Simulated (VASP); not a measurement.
# CaO (I4mm) in VASP: single point with r2SCAN

Aim: the single point of CaO with r2SCAN.

Everything below comes from runs of VASP 6.6.1. Logs are shortened: lines on timing, memory, paths and dates and some standing lists are left out, and cuts for length are marked.

## Step 1: The cell of the first run

It takes space group I4mm (No. 107, tetragonal). The conventional cell has a = 3.463 Å, b = 3.463 Å, c = 4.898 Å, α = 90.00°, β = 90.00°, γ = 90.00°. Ca (site symmetry 4mm) has 6 O at 2.39 to 2.51 Å within 3.2 Å. Within 3.2 Å of O (site symmetry 4mm) lie 6 Ca at 2.39 to 2.51 Å.

## Step 2: Single point, r2SCAN (all Ca atoms moved +0.062 Å, as atom 1 along Cartesian [1 0 0])

POSCAR reads:

```
CaO
1.0
    0.0000000000      2.4490000000      2.4490000000
    2.4490000000      0.0000000000      2.4490000000
    2.4490000000      2.4490000000      0.0000000000
Ca O
1 1
Direct
   -0.0127603103      0.0127603103      0.0127603103
    0.5000000000      0.5000000000      0.5000000000
```

INCAR.step1 reads:

```
SYSTEM = CaO
ALGO     = Normal         ! electronic algorithm
EDIFF    = 1E-4           ! SCF threshold, eV
ENCUT    = 520            ! plane-wave cutoff, eV
GGA      = PE             ! functional
ISMEAR   = 0              ! smearing method
LASPH    = .TRUE.         ! aspherical terms in the spheres
LCHARG   = .FALSE.        ! write CHGCAR
LREAL    = .FALSE.        ! projectors in reciprocal space
LWAVE    = .TRUE.         ! write WAVECAR
NBANDS   = 15             ! bands
NELM     = 100            ! most SCF steps
PREC     = Accurate       ! precision mode
SIGMA    = 0.05           ! smearing width, eV
```

INCAR.step2 reads:

```
SYSTEM = CaO
ALGO     = Normal         ! electronic algorithm
EDIFF    = 1E-6           ! SCF threshold, eV
ENCUT    = 520            ! plane-wave cutoff, eV
ISIF     = 2              ! what is computed and relaxed
ISMEAR   = 0              ! smearing method
ISTART   = 1            
LASPH    = .TRUE.         ! aspherical terms in the spheres
LCHARG   = .TRUE.         ! write CHGCAR
LELF     = .TRUE.         ! ELF
LMIXTAU  = .TRUE.       
LREAL    = .FALSE.        ! projectors in reciprocal space
LVHAR    = .TRUE.       
LWAVE    = .FALSE.        ! write WAVECAR
METAGGA  = R2SCAN         ! meta-GGA
NBANDS   = 15             ! bands
NELM     = 100            ! most SCF steps
PREC     = Accurate       ! precision mode
SIGMA    = 0.05           ! smearing width, eV
```

KPOINTS reads:

```
k-points
0
G
  8 8 8
  0 0 0
```

Potentials or basis: VASP PAW PBE potentials, release 64 (Ca_sv, O).

The run is started by

```console
cat potpaw_PBE.64/Ca_sv/POTCAR potpaw_PBE.64/O/POTCAR > POTCAR
cp INCAR.step1 INCAR
mpirun -np 1 vasp_std > vasp.out
cp INCAR.step2 INCAR
mpirun -np 1 vasp_std > vasp.out
```

OUTCAR:

```text
SYSTEM = CaO
   EDIFF = 1E-6
   ENCUT = 520
   ISIF = 2
   ISMEAR = 0
   ISTART = 1
   LASPH = .TRUE.
   LREAL = .FALSE.
   METAGGA = R2SCAN
   NELM = 100
   PREC = Accurate

 ion  position               nearest neighbor table
   1  0.987  0.013  0.013-   2 2.39   2 2.45   2 2.45   2 2.45   2 2.45   2 2.51
   2  0.500  0.500  0.500-   1 2.39   1 2.45   1 2.45   1 2.45   1 2.45   1 2.51

  LATTYP: Found a face centered cubic cell.
 ALAT       =     4.8980000000

  Lattice vectors:

 A1 = (   0.0000000000,   2.4490000000,   2.4490000000)
 A2 = (   2.4490000000,   0.0000000000,   2.4490000000)
 A3 = (   2.4490000000,   2.4490000000,   0.0000000000)

Analysis of symmetry for initial positions (statically):
=====================================================================
 Subroutine PRICEL returns:
 Original cell was already a primitive cell.

 Routine SETGRP: Setting up the symmetry group for a
 face centered cubic supercell.

 Subroutine GETGRP returns: Found  8 space group operations
 (whereof  8 operations were pure point group operations)
 out of a pool of 48 trial point group operations.

The static configuration has the point symmetry C_4v.

Analysis of symmetry for dynamics (positions and initial velocities):
=====================================================================
 Subroutine PRICEL returns:
 Original cell was already a primitive cell.

 Routine SETGRP: Setting up the symmetry group for a
 face centered cubic supercell.

 Subroutine GETGRP returns: Found  8 space group operations
 (whereof  8 operations were pure point group operations)
 out of a pool of 48 trial point group operations.

The dynamic configuration has the point symmetry C_4v.

 Subroutine INISYM returns: Found  8 space group operations
 (whereof  8 operations are pure point group operations),
 and found     1 'primitive' translations

----------------------------------------------------------------------------------------

                                     Primitive cell

  volume of cell :      29.3762

  direct lattice vectors                    reciprocal lattice vectors
     0.000000000  2.449000000  2.449000000    -0.204164965  0.204164965  0.204164965
     2.449000000  0.000000000  2.449000000     0.204164965 -0.204164965  0.204164965
     2.449000000  2.449000000  0.000000000     0.204164965  0.204164965 -0.204164965

  length of vectors
     3.463409014  3.463409014  3.463409014     0.353624093  0.353624093  0.353624093

  position of ions in fractional coordinates (direct lattice)
[... 90 lines left out ...]
   NELECT =      16.0000    total number of electrons
   NUPDOWN=      -1.0000    fix difference up-down
   EMIN   =  10.00;   EMAX   =-10.00  energy-range for DOS
   EFERMI =   0.00;   METHOD = LEGACY
   ISMEAR =     0;   SIGMA  =   0.05  broadening in eV -4-tet -1-fermi 0-gaus
   EFERMI_NEDOS =   21; number of points for ismear=-14 and -15
   IALGO  =     38    algorithm
   IMIX   =      4    mixing-type and parameters
     AMIX     =   0.40;   BMIX     =  1.00
     AMIX_MAG =   1.60;   BMIX_MAG =  1.00
  volume/ion in A,a.u.               =      14.69        99.12
  Fermi-wavevector in a.u.,A,eV,Ry     =   1.336953  2.526474 24.319632  1.787443
  Thomas-Fermi vector in A             =   2.465539
   LORBIT       =      0    0 simple, 1 ext, 2 COOP (PROOUT), +10 PAW based schemes
   METAGGA = R2SCAN    functional components
   LHFCALC =     F    Hartree Fock is set to
   AEXX    =    0.0000 exact exchange contribution
   IVDW    =     0    specifies the selected vdW correction
   LEPSILON=     F    determine dielectric tensor
   LRPA    =     F    only Hartree local field effects (RPA)
 non-spin polarized calculation
 Gauss-broadening in eV      SIGMA  =   0.05
  energy-cutoff  :      520.00
  volume of cell :       29.38
 maximum number of plane-waves:       817
 NGX is ok and might be reduce to    28
   NGX = 13   NGY = 13   NGZ = 13

 number of electron      16.0000004 magnetization

 Free energy of the ion-electron system (eV)
  ---------------------------------------------------
  ext. energy  EPLUGINS =         0.00000000
  ---------------------------------------------------
  free energy    TOTEN  =       -19.42151625 eV

  energy without entropy =      -19.42151625  energy(sigma->0) =      -19.42151625

 E-fermi :   1.9071     XC(G=0): -10.7776

 val. band max:        1.6974667099   @ k =   0.0000   0.0000   0.0000
 cond. band min:       5.9048292706   @ k =   0.0000   0.5000   0.5000
 fundamental gap:      4.2073625606
 Fermi energy:         1.9070521220

 k-point     1 :       0.0000    0.0000    0.0000
  band No.  band energies     occupation
      1     -37.5903      2.00000
      2     -17.5210      2.00000
      3     -17.5177      2.00000
      4     -17.5177      2.00000
      5     -14.6563      2.00000
      6       1.6965      2.00000
      7       1.6975      2.00000
      8       1.6975      2.00000
      9       6.6699      0.00000
     10       8.4169      0.00000
     11       8.4317      0.00000
     12       8.4317      0.00000
     13       9.9163      0.00000
     14       9.9409      0.00000
[... 401 lines left out ...]
      2     -18.1842      2.00000
      3     -17.7275      2.00000
      4     -17.6343      2.00000
      5     -13.9971      2.00000
      6      -0.0053      2.00000
      7       0.6784      2.00000
      8       0.9656      2.00000
      9       7.5312      0.00000
     10       9.9086      0.00000
     11      10.8288      0.00000
     12      10.9409      0.00000
     13      11.7237      0.00000
     14      13.5556      0.00000
     15      16.3176      0.00000

 [... further k-points ...]

------------------------ aborting loop because EDIFF is reached ----------------------------------------

  FORCE on cell =-STRESS in cart. coord.  units (eV):
  Direction    XX          YY          ZZ          XY          YZ          ZX
  --------------------------------------------------------------------------------------
  -------------------------------------------------------------------------------------
  Total       -0.9589175     -1.0526877     -1.0526877      0.0000000     -0.0000000     -0.0000000
  in kB      -52.2992501    -57.4134686    -57.4134686      0.0000000     -0.0000000     -0.0000000
  external PRESSURE =     -55.7087291 kB  Pullay stress =       0.0000000 kB

 VOLUME and BASIS-vectors are now :
 -----------------------------------------------------------------------------
  energy-cutoff  :      520.00
  volume of cell :       29.38
      direct lattice vectors                 reciprocal lattice vectors
     0.000000000  2.449000000  2.449000000    -0.204164965  0.204164965  0.204164965
     2.449000000  0.000000000  2.449000000     0.204164965 -0.204164965  0.204164965
     2.449000000  2.449000000  0.000000000     0.204164965  0.204164965 -0.204164965

 POSITION                                       TOTAL-FORCE (eV/Angst)
 -----------------------------------------------------------------------------------
      0.06250      2.44900      2.44900        -0.170560      0.000000      0.000000
      2.44900      2.44900      2.44900         0.170560      0.000000      0.000000
 -----------------------------------------------------------------------------------
    total drift:                               -0.001395      0.000000      0.000000

  FREE ENERGIE OF THE ION-ELECTRON SYSTEM (eV)
  ---------------------------------------------------
  free  energy   TOTEN  =       -19.4215162466 eV

  energy  without entropy=      -19.4215162466  energy(sigma->0) =      -19.42151625
```

OUTCAR.step1:

```text
SYSTEM = CaO
   EDIFF = 1E-4
   ENCUT = 520
   GGA = PE
   ISMEAR = 0
   LASPH = .TRUE.
   LREAL = .FALSE.
[... 653 lines left out ...]
      0.06250      2.44900      2.44900        -0.143941      0.000000      0.000000
      2.44900      2.44900      2.44900         0.143941      0.000000      0.000000
 -----------------------------------------------------------------------------------
    total drift:                               -0.002087      0.000000      0.000000

  FREE ENERGIE OF THE ION-ELECTRON SYSTEM (eV)
  ---------------------------------------------------
  free  energy   TOTEN  =       -12.7904369703 eV

  energy  without entropy=      -12.7904369703  energy(sigma->0) =      -12.79043697
```

OSZICAR.step1:

```text
N       E                     dE             d eps       ncg     rms          rms(c)
DAV:   1     0.123817689967E+03    0.12382E+03   -0.82290E+03  1770   0.107E+03
DAV:   2    -0.884495849440E+01   -0.13266E+03   -0.12357E+03  2225   0.291E+02
DAV:   3    -0.143408415108E+02   -0.54959E+01   -0.54569E+01  2099   0.603E+01
DAV:   4    -0.145047096296E+02   -0.16387E+00   -0.16374E+00  2501   0.939E+00
DAV:   5    -0.145063107797E+02   -0.16012E-02   -0.16011E-02  2079   0.899E-01    0.858E+00
DAV:   6    -0.128826642921E+02    0.16236E+01   -0.53854E+00  1959   0.219E+01    0.377E+00
DAV:   7    -0.127938055472E+02    0.88859E-01   -0.42739E-01  1924   0.662E+00    0.183E+00
DAV:   8    -0.127909349254E+02    0.28706E-02   -0.78167E-02  2246   0.303E+00    0.404E-01
DAV:   9    -0.127897481647E+02    0.11868E-02   -0.41566E-03  1889   0.532E-01    0.114E-01
DAV:  10    -0.127904605459E+02   -0.71238E-03   -0.78760E-04  2148   0.246E-01    0.485E-02
DAV:  11    -0.127904369703E+02    0.23576E-04   -0.40846E-05  1606   0.822E-02
   1 F= -.12790437E+02 E0= -.12790437E+02  d E =-.467437E-20
```

Run time: 3 min. Hardware: 1 thread of Intel Xeon 8259CL, shared host; peak memory 0.18 GiB.

What came out:

- Free energy: -19.4215 eV
- Pressure: -5.6 GPa
- Largest force: 0.171 eV/Å
- Band gap on the k mesh: 4.21 eV (least direct gap 4.58 eV)

Forces on the atoms (eV/Å):
```
Ca  -0.171  0.000  0.000
O    0.171  0.000  0.000
```

Caveat: the cell differs from its parent crystal (all Ca atoms moved +0.062 Å, as atom 1 along Cartesian [1 0 0]); the cell stands under tension; the PAW data sets were made with another functional, which shifts forces and pressure a little.
